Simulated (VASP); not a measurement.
Runs of VASP 6.6.1 on KI. The structure is that of space group Fm-3m (No. 225), or close to it. The cells are those of the table. 

```tsv
task	level	spin	cell	k mesh	cutoff (eV)	smearing	k mesh for the DOS	occupations for the DOS	gap on the mesh (eV)	pressure (GPa)	moment (μB)
single point	PBE	off	a = 5.010 Å, angles 60.0°, 2 atoms	3 × 3 × 3	500	gaussian 0.1 eV	-	-	3.94	0.6	-
single point	r2SCAN	off	a = 5.010 Å, angles 60.0°, 2 atoms	2 × 2 × 2	550	gaussian 0.1 eV	-	-	4.55	0.7	-
single point	PBE	off	a = 5.294 Å, angles 60.0°, 2 atoms	2 × 2 × 2	500	gaussian 0.1 eV	-	-	3.57	-0.6	-
single point	PBE	off	a = 5.010 Å, angles 60.0°, 2 atoms	2 × 2 × 3	520	gaussian 0.1 eV	-	-	3.93	0.8	-
single point	BLYP	collinear, ferromagnetic start	a = 5.309 Å, angles 60.0°, 2 atoms	1 × 1 × 1, shifted	500	gaussian 0.1 eV	-	-	(b)	1.6	0.00
single point	PBE	off	a = 5.010 Å, angles 60.0°, 2 atoms	1 × 1 × 1	500	gaussian 0.1 eV	-	-	3.25	11.3	-
single point	PBE	off	a = 5.010 Å, angles 60.0°, 2 atoms	2 × 2 × 2	520	gaussian 0.1 eV	-	-	3.91	1.2	-
single point	PBE	off	a = 5.010 Å, angles 60.0°, 2 atoms	4 × 4 × 4	520	gaussian 0.1 eV	-	-	3.94	0.5	-
single point	PBE	off	a = 5.218 Å, angles 60.0°, 2 atoms	4 × 4 × 4	520	gaussian 0.01 eV	-	-	(a)	-0.7	-
single point	BLYP	off	a = 5.010 Å, angles 60.0°, 2 atoms	3 × 2 × 2	520	gaussian 0.1 eV	-	-	3.95	1.6	-
single point	PBE	collinear, ferromagnetic start	a = 5.010 Å, angles 60.0°, 2 atoms	1 × 1 × 4, shifted	520	gaussian 0.1 eV	-	-	5.24	1.5	0.00
```

Alike in all rows: potentials or basis VASP PAW PBE potentials, release 64 (K_sv, I).

Estimate the missing entries.

(a) 3.68; (b) 4.54.

Caveats: some runs use coarse meshes; spin-orbit coupling is left out, which moves the levels of the heavy elements; the PAW data sets were made with another functional, which shifts forces and pressure a little (some runs).

A k mesh can miss the band edges, and the runs leave out spin-orbit coupling on I.
